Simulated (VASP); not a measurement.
# Ce (Fm-3m) in VASP: a series of runs

Ce is run at these levels: r2SCAN; tasks: single point.

Everything below comes from runs of VASP 6.6.1. Logs are shortened: lines on timing, memory, paths and dates and some standing lists are left out, and cuts for length are marked.

## (1) The cell of the first run

Symmetry: Fm-3m, No. 225, cubic system. Conventional cell: a = 4.693 Å, b = 4.693 Å, c = 4.693 Å, α = 90.00°, β = 90.00°, γ = 90.00°. Within 4.4 Å of Ce (site symmetry m-3m) lie 12 Ce at 3.32 Å.

## (2) Single point, r2SCAN (volume scaled by 1.020)

Input file POSCAR:

```
Ce
1.0
    0.0000000000      2.3466387435      2.3466387435
    2.3466387435      0.0000000000      2.3466387435
    2.3466387435      2.3466387435      0.0000000000
Ce
1
Direct
    0.0000000000      0.0000000000      0.0000000000
```

Input file INCAR.step1:

```
SYSTEM = Ce
  PREC = Accurate
  ENCUT = 520
  ISMEAR = 0
  SIGMA = 0.05
  LREAL = .False.
  LASPH = .True.
  NELM = 100
  NBANDS = 12
  GGA = PE
  ALGO = Normal
  EDIFF = 1E-4
  LWAVE = .True.
  LCHARG = .False.
```

Input file INCAR.step2:

```
SYSTEM = Ce
  PREC = Accurate
  ENCUT = 520
  EDIFF = 1E-7
  ISMEAR = 0
  SIGMA = 0.05
  LREAL = .False.
  LASPH = .True.
  NELM = 100
  ALGO = Normal
  ISIF = 2
  LWAVE = .False.
  LCHARG = .False.
  METAGGA = R2SCAN
  LMIXTAU = .True.
  NBANDS = 12
  ISTART = 1
```

Input file KPOINTS:

```
regular mesh
0
Gamma
  16 16 16
  0 0 0
```

Potentials or basis: VASP PAW PBE potentials, release 64 (Ce).

Launch:

```bash
$ cat potpaw_PBE.64/Ce/POTCAR > POTCAR
$ cp INCAR.step1 INCAR
$ mpirun -np 1 vasp_std > vasp.out
$ cp INCAR.step2 INCAR
$ mpirun -np 1 vasp_std > vasp.out
```

OUTCAR:

```text
SYSTEM = Ce
   PREC = Accurate
   ENCUT = 520
   EDIFF = 1E-7
   ISMEAR = 0
   LREAL = .False.
   LASPH = .True.
   NELM = 100
   ISIF = 2
   METAGGA = R2SCAN
   ISTART = 1

 ion  position               nearest neighbor table
   1  0.000  0.000  0.000-

  LATTYP: Found a face centered cubic cell.
 ALAT       =     4.6932774870

  Lattice vectors:

 A1 = (   0.0000000000,   2.3466387435,   2.3466387435)
 A2 = (   2.3466387435,   0.0000000000,   2.3466387435)
 A3 = (   2.3466387435,   2.3466387435,   0.0000000000)

Analysis of symmetry for initial positions (statically):
=====================================================================
 Subroutine PRICEL returns:
 Original cell was already a primitive cell.

 Routine SETGRP: Setting up the symmetry group for a
 face centered cubic supercell.

 Subroutine GETGRP returns: Found 48 space group operations
 (whereof 48 operations were pure point group operations)
 out of a pool of 48 trial point group operations.

The static configuration has the point symmetry O_h .

Analysis of symmetry for dynamics (positions and initial velocities):
=====================================================================
 Subroutine PRICEL returns:
 Original cell was already a primitive cell.

 Routine SETGRP: Setting up the symmetry group for a
 face centered cubic supercell.

 Subroutine GETGRP returns: Found 48 space group operations
 (whereof 48 operations were pure point group operations)
 out of a pool of 48 trial point group operations.

The dynamic configuration has the point symmetry O_h .

 Subroutine INISYM returns: Found 48 space group operations
 (whereof 48 operations are pure point group operations),
 and found     1 'primitive' translations

----------------------------------------------------------------------------------------

                                     Primitive cell

  volume of cell :      25.8445

  direct lattice vectors                    reciprocal lattice vectors
     0.000000000  2.346638743  2.346638743    -0.213070717  0.213070717  0.213070717
     2.346638743  0.000000000  2.346638743     0.213070717 -0.213070717  0.213070717
     2.346638743  2.346638743  0.000000000     0.213070717  0.213070717 -0.213070717

  length of vectors
     3.318648337  3.318648337  3.318648337     0.369049308  0.369049308  0.369049308

  position of ions in fractional coordinates (direct lattice)
     0.000000000  0.000000000  0.000000000

  ion indices of the primitive-cell ions
   primitive index   ion index
                 1           1

----------------------------------------------------------------------------------------

 KPOINTS: regular mesh

Automatic generation of k-mesh.
 Grid dimensions read from file:
 generate k-points for:   16   16   16

 Generating k-lattice:

  Cartesian coordinates                     Fractional coordinates (reciprocal lattice)
    -0.013316920  0.013316920  0.013316920     0.062500000  0.000000000  0.000000000
     0.013316920 -0.013316920  0.013316920     0.000000000  0.062500000  0.000000000
     0.013316920  0.013316920 -0.013316920     0.000000000  0.000000000  0.062500000

  Length of vectors
     0.023065582  0.023065582  0.023065582

  Shift w.r.t. Gamma in fractional coordinates (k-lattice)
     0.000000000  0.000000000  0.000000000

 Subroutine IBZKPT returns following result:
 ===========================================

 Found    145 irreducible k-points:

 Following reciprocal coordinates:
            Coordinates               Weight
  0.000000  0.000000  0.000000      1.000000
  0.062500  0.000000  0.000000      8.000000
  0.125000  0.000000  0.000000      8.000000
  0.187500  0.000000  0.000000      8.000000
  0.250000  0.000000  0.000000      8.000000
  0.312500  0.000000  0.000000      8.000000
[... 16 lines left out ...]
 -0.125000  0.062500  0.000000     24.000000
 -0.062500  0.062500  0.000000     12.000000
 [... further k-points ...]
   k-points           NKPTS =    145   k-points in BZ     NKDIM =    145   number of bands    NBANDS=     12
   number of dos      NEDOS =    301   number of ions     NIONS =      1
   total plane-waves  NPLWV =  21952
   dimension x,y,z NGX =    28 NGY =   28 NGZ =   28
   dimension x,y,z NGXF=    56 NGYF=   56 NGZF=   56
   ions per type =               1
   NGX,Y,Z   is equivalent  to a cutoff of  14.03, 14.03, 14.03 a.u.
   NGXF,Y,Z  is equivalent  to a cutoff of  28.05, 28.05, 28.05 a.u.
 SYSTEM =  Ce
   PREC   = accura    normal or accurate (medium, high low for compatibility)
   ISTART =      1    job   : 0-new  1-cont  2-samecut
   ICHARG =      0    charge: 1-file 2-atom 10-const
   ISPIN  =      1    spin polarized calculation?
   LNONCOLLINEAR =      F non collinear calculations
   LSORBIT =      F    spin-orbit coupling
   LASPH  =      T    aspherical Exc in radial PAW
   ENCUT  =  520.0 eV  38.22 Ry    6.18 a.u.   6.17  6.17  6.17*2*pi/ulx,y,z
   NELM   =    100;   NELMIN=  2; NELMDL=  0     # of ELM steps
   EDIFF  = 0.1E-06   stopping-criterion for ELM
   LREAL  =      F    real-space projection
   EDIFFG = 0.1E-05   stopping-criterion for IOM
   NSW    =      0    number of steps for IOM
   IBRION =     -1    ionic relax: 0-MD 1-quasi-New 2-CG
   NFREE  =      0    steps in history (QN), initial steepest desc. (CG)
   ISIF   =      2    stress and relaxation
   ISYM   =      2    0-nonsym 1-usesym 2-fastsym
   POTIM  = 0.5000    time-step for ionic-motion
   TEBEG  =    0.0;   TEEND  =   0.0 temperature during run
   PSTRESS=    0.0 pullay stress
   NELECT =      12.0000    total number of electrons
   NUPDOWN=      -1.0000    fix difference up-down
   EMIN   =  10.00;   EMAX   =-10.00  energy-range for DOS
   EFERMI =   0.00;   METHOD = LEGACY
   ISMEAR =     0;   SIGMA  =   0.05  broadening in eV -4-tet -1-fermi 0-gaus
   EFERMI_NEDOS =   21; number of points for ismear=-14 and -15
   IALGO  =     38    algorithm
   IMIX   =      4    mixing-type and parameters
     AMIX     =   0.40;   BMIX     =  1.00
     AMIX_MAG =   1.60;   BMIX_MAG =  1.00
  volume/ion in A,a.u.               =      25.84       174.41
  Fermi-wavevector in a.u.,A,eV,Ry     =   1.267688  2.395583 21.865006  1.607033
  Thomas-Fermi vector in A             =   2.400823
   LORBIT       =      0    0 simple, 1 ext, 2 COOP (PROOUT), +10 PAW based schemes
   METAGGA = R2SCAN    functional components
   LHFCALC =     F    Hartree Fock is set to
   AEXX    =    0.0000 exact exchange contribution
   IVDW    =     0    specifies the selected vdW correction
   LEPSILON=     F    determine dielectric tensor
   LRPA    =     F    only Hartree local field effects (RPA)
 non-spin polarized calculation
 Gauss-broadening in eV      SIGMA  =   0.05
  energy-cutoff  :      520.00
  volume of cell :       25.84
 maximum number of plane-waves:       725
 NGX is ok and might be reduce to    28
   NGX = 13   NGY = 13   NGZ = 13

 number of electron      12.0000000 magnetization

 Free energy of the ion-electron system (eV)
  ---------------------------------------------------
  ext. energy  EPLUGINS =         0.00000000
  ---------------------------------------------------
  free energy    TOTEN  =       -30.83156301 eV

  energy without entropy =      -30.82866852  energy(sigma->0) =      -30.83011577

 E-fermi :   9.8855     XC(G=0): -12.2557

 val. band max:        9.8835317867   @ k =   0.3125   0.1250   0.0000
 cond. band min:       9.8880530951   @ k =  -0.1875   0.1250   0.0000
 fundamental gap:      0.0045213084
 Fermi energy:         9.8854579674

 k-point     1 :       0.0000    0.0000    0.0000
  band No.  band energies     occupation
      1     -26.3248      2.00000
      2      -6.8702      2.00000
      3      -6.8702      2.00000
      4      -6.8702      2.00000
      5       6.9865      2.00000
      6       9.5057      2.00000
      7      10.2809      0.00000
      8      10.2810      0.00000
      9      10.2810      0.00000
     10      11.2558      0.00000
     11      11.2558      0.00000
     12      11.2558      0.00000

 k-point     2 :       0.0625    0.0000    0.0000
  band No.  band energies     occupation
      1     -26.3024      2.00000
      2      -7.0152      2.00000
      3      -6.8857      2.00000
      4      -6.8857      2.00000
      5       7.1774      2.00000
      6       9.4506      2.00000
      7      10.2627      0.00000
      8      10.2877      0.00000
      9      10.2877      0.00000
     10      11.1096      0.00000
     11      11.1096      0.00000
     12      11.2567      0.00000

 k-point     3 :       0.1250    0.0000    0.0000
  band No.  band energies     occupation
      1     -26.2399      2.00000
      2      -7.4121      2.00000
      3      -6.9295      2.00000
      4      -6.9295      2.00000
      5       7.6619      2.00000
      6       9.3451      2.00000
      7      10.2092      0.00000
      8      10.3084      0.00000
      9      10.3084      0.00000
     10      10.9250      0.00000
     11      10.9250      0.00000
     12      11.2594      0.00000

 k-point     4 :       0.1875    0.0000    0.0000
  band No.  band energies     occupation
      1     -26.1443      2.00000
      2      -7.9680      2.00000
      3      -6.9942      2.00000
      4      -6.9941      2.00000
      5       8.1018      2.00000
      6       9.4335      2.00000
      7      10.1271      0.00000
      8      10.3444      0.00000
      9      10.3444      0.00000
     10      10.7906      0.00000
     11      10.7906      0.00000
     12      11.2635      0.00000

 k-point     5 :       0.2500    0.0000    0.0000
  band No.  band energies     occupation
      1     -26.0284      2.00000
      2      -8.5777      2.00000
      3      -7.0689      2.00000
      4      -7.0689      2.00000
      5       8.1228      2.00000
      6       9.8574      1.57212
      7      10.0641      0.00000
      8      10.3962      0.00000
      9      10.3962      0.00000
     10      10.7060      0.00000
     11      10.7060      0.00000
     12      11.2683      0.00000
[... 228 lines left out ...]
      1     -25.9737      2.00000
      2      -8.7757      2.00000
      3      -7.2413      2.00000
      4      -7.0530      2.00000
      5       8.2289      2.00000
      6       9.8634      1.46652
      7      10.0462      0.00001
      8      10.4046      0.00000
      9      10.4769      0.00000
     10      10.6579      0.00000
     11      10.7321      0.00000
     12      11.2196      0.00000

 k-point    22 :      -0.1875    0.0625    0.0000
  band No.  band energies     occupation
      1     -26.0910      2.00000
      2      -8.1921      2.00000
      3      -7.1547      2.00000
      4      -6.9778      2.00000
      5       8.3194      2.00000
      6       9.4800      2.00000
      7      10.0440      0.00001
      8      10.3482      0.00000
      9      10.4085      0.00000
     10      10.7254      0.00000
     11      10.7927      0.00000
     12      11.2252      0.00000

 k-point    23 :      -0.1250    0.0625    0.0000
  band No.  band energies     occupation
      1     -26.1935      2.00000
      2      -7.6359      2.00000
      3      -7.0609      2.00000
      4      -6.9190      2.00000
      5       7.9972      2.00000
      6       9.2718      2.00000
      7      10.1466      0.00000
      8      10.3105      0.00000
      9      10.3564      0.00000
     10      10.8389      0.00000
     11      10.8852      0.00000
     12      11.2292      0.00000

 k-point    24 :      -0.0625    0.0625    0.0000
  band No.  band energies     occupation
      1     -26.2671      2.00000
      2      -7.2129      2.00000
      3      -6.9660      2.00000
      4      -6.8863      2.00000
      5       7.4737      2.00000
      6       9.3678      2.00000
      7      10.2224      0.00000
      8      10.2911      0.00000
      9      10.3162      0.00000
     10      10.9887      0.00000
     11      11.0036      0.00000
     12      11.2391      0.00000

 [... further k-points ...]

------------------------ aborting loop because EDIFF is reached ----------------------------------------

  FORCE on cell =-STRESS in cart. coord.  units (eV):
  Direction    XX          YY          ZZ          XY          YZ          ZX
  --------------------------------------------------------------------------------------
  -------------------------------------------------------------------------------------
  Total       -0.1743133     -0.1743133     -0.1743133      0.0000000     -0.0000000      0.0000000
  in kB      -10.8061869    -10.8061869    -10.8061869      0.0000000     -0.0000000      0.0000000
  external PRESSURE =     -10.8061869 kB  Pullay stress =       0.0000000 kB

 VOLUME and BASIS-vectors are now :
 -----------------------------------------------------------------------------
  energy-cutoff  :      520.00
  volume of cell :       25.84
      direct lattice vectors                 reciprocal lattice vectors
     0.000000000  2.346638743  2.346638743    -0.213070717  0.213070717  0.213070717
     2.346638743  0.000000000  2.346638743     0.213070717 -0.213070717  0.213070717
     2.346638743  2.346638743  0.000000000     0.213070717  0.213070717 -0.213070717

 POSITION                                       TOTAL-FORCE (eV/Angst)
 -----------------------------------------------------------------------------------
      0.00000      0.00000      0.00000         0.000000      0.000000      0.000000
 -----------------------------------------------------------------------------------
    total drift:                                0.000000     -0.000000     -0.000000

  FREE ENERGIE OF THE ION-ELECTRON SYSTEM (eV)
  ---------------------------------------------------
  free  energy   TOTEN  =       -30.8315630130 eV

  energy  without entropy=      -30.8286685232  energy(sigma->0) =      -30.83011577
```

Wall time 3.9 min (1 thread of Intel Xeon 6975P-C, shared host); peak memory 0.22 GiB.

What came out:

- Free energy: -30.8316 eV
- Pressure: -1.1 GPa
- Band gap on the k mesh: zero (band 6 reaches 10.15 eV, above the bottom of band 7 at 9.70 eV)

Caveat: the PAW data sets were made with another functional, which shifts forces and pressure a little; spin-orbit coupling is left out, which moves the levels of the heavy elements. Spin polarisation is off, so any magnetic state and its effect on volume and gap are missing.

(Part 1 of 2 ends here.)
